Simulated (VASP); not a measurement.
# YAl2F (Cmmm) in VASP: single point with PBE

Aim: the single point of YAl2F with PBE.

Everything below comes from runs of VASP 6.6.1. Logs are shortened: lines on timing, memory, paths and dates and some standing lists are left out, and cuts for length are marked.

## (1) The cell of the first run

The structure is orthorhombic, space group Cmmm (No. 65). Conventional cell: a = 4.691 Å, b = 7.781 Å, c = 4.047 Å, α = 90.00°, β = 90.00°, γ = 90.00°. Y (site symmetry mmm) has 4 Al at 2.27 Å within 3.0 Å. Within 3.0 Å of Al (site symmetry 2/m) lie 2 Y at 2.27 Å and 2 Al at 2.35 Å. F (site symmetry mmm) has 8 Al at 3.04 Å and 4 Y at 3.10 Å within 4.0 Å.

## (2) Single point, PBE

The input, INCAR:

```
PREC     = Accurate       # precision mode
ENCUT    = 520            # plane-wave cutoff, eV
EDIFF    = 1E-7           # SCF threshold, eV
ISMEAR   = 0              # smearing method
SIGMA    = 0.1            # smearing width, eV
LREAL    = False          # projectors in reciprocal space
LASPH    = True           # aspherical terms in the spheres
NELM     = 60             # most SCF steps
ALGO     = Normal         # electronic algorithm
ISIF     = 2              # what is computed and relaxed
LWAVE    = False          # write WAVECAR
LCHARG   = False          # write CHGCAR
GGA      = PE             # functional
NBANDS   = 20             # bands
```

The input, KPOINTS:

```
regular mesh
0
Gamma
  4 4 4
```

The input, POSCAR:

```
YAl2F
1.0
    2.3453191800     -3.8902516800      0.0000000000
    2.3453191800      3.8902516800      0.0000000000
    0.0000000000      0.0000000000      4.0473153800
Y Al F
1 2 1
Direct
    0.0000000000      0.0000000000      0.0000000000
    0.0000000000      0.5000000000      0.0000000000
    0.5000000000      0.0000000000      0.0000000000
    0.5000000000      0.5000000000      0.5000000000
```

Potentials or basis: VASP PAW PBE potentials, release 64 (Y_sv, Al, F).

Command:

```console
cat potpaw_PBE.64/Y_sv/POTCAR potpaw_PBE.64/Al/POTCAR potpaw_PBE.64/F/POTCAR > POTCAR
mpirun -np 1 vasp_std > vasp.out
```

OUTCAR:

```text
PREC = Accurate
   ENCUT = 520
   EDIFF = 1E-7
   ISMEAR = 0
   LREAL = False
   LASPH = True
   NELM = 60
   ISIF = 2
   GGA = PE

 ion  position               nearest neighbor table
   1  0.000  0.000  0.000-   2 2.27   3 2.27   2 2.27   3 2.27   4 3.10   4 3.10   4 3.10   4 3.10

   2  0.000  0.500  0.000-   1 2.27   1 2.27   3 2.35   3 2.35
   3  0.500  0.000  0.000-   1 2.27   1 2.27   2 2.35   2 2.35
   4  0.500  0.500  0.500-   1 3.10   1 3.10   1 3.10   1 3.10

  LATTYP: Found a base centered orthorhombic cell.
 ALAT       =     4.6906383600
 B/A-ratio  =     1.6587301691
 C/A-ratio  =     0.8628495888

  Lattice vectors:

 A1 = (   2.3453191800,  -3.8902516800,   0.0000000000)
 A2 = (   2.3453191800,   3.8902516800,   0.0000000000)
 A3 = (   0.0000000000,   0.0000000000,   4.0473153800)

Analysis of symmetry for initial positions (statically):
=====================================================================
 Subroutine PRICEL returns:
 Original cell was already a primitive cell.

 Routine SETGRP: Setting up the symmetry group for a
 base centered orthorhombic supercell.

 Subroutine GETGRP returns: Found  8 space group operations
 (whereof  8 operations were pure point group operations)
 out of a pool of  8 trial point group operations.

The static configuration has the point symmetry D_2h.

Analysis of symmetry for dynamics (positions and initial velocities):
=====================================================================
 Subroutine PRICEL returns:
 Original cell was already a primitive cell.

 Routine SETGRP: Setting up the symmetry group for a
 base centered orthorhombic supercell.

 Subroutine GETGRP returns: Found  8 space group operations
 (whereof  8 operations were pure point group operations)
 out of a pool of  8 trial point group operations.

The dynamic configuration has the point symmetry D_2h.

 Subroutine INISYM returns: Found  8 space group operations
 (whereof  8 operations are pure point group operations),
 and found     1 'primitive' translations

----------------------------------------------------------------------------------------

                                     Primitive cell

  volume of cell :      73.8545

  direct lattice vectors                    reciprocal lattice vectors
[... 84 lines left out ...]
   LASPH  =      T    aspherical Exc in radial PAW
   ENCUT  =  520.0 eV  38.22 Ry    6.18 a.u.   8.45  8.45  7.53*2*pi/ulx,y,z
   NELM   =     60;   NELMIN=  2; NELMDL= -5     # of ELM steps
   EDIFF  = 0.1E-06   stopping-criterion for ELM
   LREAL  =      F    real-space projection
   EDIFFG = 0.1E-05   stopping-criterion for IOM
   NSW    =      0    number of steps for IOM
   IBRION =     -1    ionic relax: 0-MD 1-quasi-New 2-CG
   NFREE  =      0    steps in history (QN), initial steepest desc. (CG)
   ISIF   =      2    stress and relaxation
   ISYM   =      2    0-nonsym 1-usesym 2-fastsym
   POTIM  = 0.5000    time-step for ionic-motion
   TEBEG  =    0.0;   TEEND  =   0.0 temperature during run
   PSTRESS=    0.0 pullay stress
   NELECT =      24.0000    total number of electrons
   NUPDOWN=      -1.0000    fix difference up-down
   EMIN   =  10.00;   EMAX   =-10.00  energy-range for DOS
   EFERMI =   0.00;   METHOD = LEGACY
   ISMEAR =     0;   SIGMA  =   0.10  broadening in eV -4-tet -1-fermi 0-gaus
   EFERMI_NEDOS =   21; number of points for ismear=-14 and -15
   IALGO  =     38    algorithm
   IMIX   =      4    mixing-type and parameters
     AMIX     =   0.40;   BMIX     =  1.00
     AMIX_MAG =   1.60;   BMIX_MAG =  1.00
  volume/ion in A,a.u.               =      18.46       124.60
  Fermi-wavevector in a.u.,A,eV,Ry     =   1.125519  2.126923 17.235780  1.266794
  Thomas-Fermi vector in A             =   2.262197
   LORBIT       =      0    0 simple, 1 ext, 2 COOP (PROOUT), +10 PAW based schemes
   GGA     = PE    functional components
   LHFCALC =     F    Hartree Fock is set to
   AEXX    =    0.0000 exact exchange contribution
   IVDW    =     0    specifies the selected vdW correction
   LEPSILON=     F    determine dielectric tensor
   LRPA    =     F    only Hartree local field effects (RPA)
 non-spin polarized calculation
 Gauss-broadening in eV      SIGMA  =   0.10
  energy-cutoff  :      520.00
  volume of cell :       73.85
 maximum number of plane-waves:      2021
 NGX is ok and might be reduce to    36
   NGX = 17   NGY = 17   NGZ = 15

 number of electron      23.9999989 magnetization

 Free energy of the ion-electron system (eV)
  ---------------------------------------------------
  ext. energy  EPLUGINS =         0.00000000
  ---------------------------------------------------
  free energy    TOTEN  =        -9.83476036 eV

  energy without entropy =       -9.81722263  energy(sigma->0) =       -9.82599149

 E-fermi :   4.5460     XC(G=0):  -9.5379

 val. band max:        4.5258683420   @ k =   0.5000   0.2500   0.2500
 cond. band min:       4.5503438381   @ k =   0.2500   0.0000   0.5000
 fundamental gap:      0.0244754960
 Fermi energy:         4.5459792261

 k-point     1 :       0.0000    0.0000    0.0000
  band No.  band energies     occupation
      1     -37.6103      2.00000
      2     -18.3220      2.00000
      3     -18.1277      2.00000
      4     -17.9226      2.00000
      5     -17.7113      2.00000
      6      -3.0497      2.00000
[... 472 lines left out ...]
     19      10.8550      0.00000
     20      11.0688      0.00000

------------------------ aborting loop because EDIFF is reached ----------------------------------------

  FORCE on cell =-STRESS in cart. coord.  units (eV):
  Direction    XX          YY          ZZ          XY          YZ          ZX
  --------------------------------------------------------------------------------------
  -------------------------------------------------------------------------------------
  Total       13.5251858     37.8050604     -1.7514174      0.0000000      0.0000000      0.0000000
  in kB      293.4114966    820.1321216    -37.9947457      0.0000000      0.0000000      0.0000000
  external PRESSURE =     358.5162909 kB  Pullay stress =       0.0000000 kB

 VOLUME and BASIS-vectors are now :
 -----------------------------------------------------------------------------
  energy-cutoff  :      520.00
  volume of cell :       73.85
      direct lattice vectors                 reciprocal lattice vectors
     2.345319180 -3.890251680  0.000000000     0.213190599 -0.128526389  0.000000000
     2.345319180  3.890251680  0.000000000     0.213190599  0.128526389  0.000000000
     0.000000000  0.000000000  4.047315380     0.000000000  0.000000000  0.247077360

 POSITION                                       TOTAL-FORCE (eV/Angst)
 -----------------------------------------------------------------------------------
      0.00000      0.00000      0.00000        -0.000000      0.000000      0.000000
      1.17266      1.94513      0.00000        -0.000000      0.000000      0.000000
      1.17266     -1.94513      0.00000        -0.000000      0.000000      0.000000
      2.34532      0.00000      2.02366         0.000000     -0.000000      0.000000
 -----------------------------------------------------------------------------------
    total drift:                                0.000000      0.000000      0.000000

  FREE ENERGIE OF THE ION-ELECTRON SYSTEM (eV)
  ---------------------------------------------------
  free  energy   TOTEN  =        -9.8347603600 eV

  energy  without entropy=       -9.8172226289  energy(sigma->0) =       -9.82599149
```

It used 32 s of CPU time on 1 thread of Intel Xeon 6975P-C, on a shared host.

What came out:

```
Free energy            : -9.8348 eV
Pressure               : 35.9 GPa
Band gap on the k mesh : zero (band 12 reaches 4.92 eV, above the bottom of band 13 at 4.20 eV)
```

Levels at points of the mesh, in eV from the Fermi level:
```tsv
k point	band 10	band 11	band 12	band 13	band 14	band 15
(0.00, 0.00, 0.00)	-2.68	-0.43	-0.16	-0.09	1.30	1.89
(0.50, 0.00, 0.00)	-3.61	-0.75	0.18	0.89	1.68	2.24
(0.50, 0.50, 0.00)	-3.02	-1.95	-0.85	-0.34	0.59	1.04
(0.00, 0.00, 0.50)	-2.30	-1.93	-0.61	0.17	0.87	2.63
(0.50, 0.00, 0.50)	-2.55	-1.95	-0.81	0.56	1.29	1.34
(0.50, 0.50, 0.50)	-2.63	-1.66	-0.35	-0.22	1.53	1.67
```

Caveat: the k points lie up to 0.39 Å⁻¹ apart.
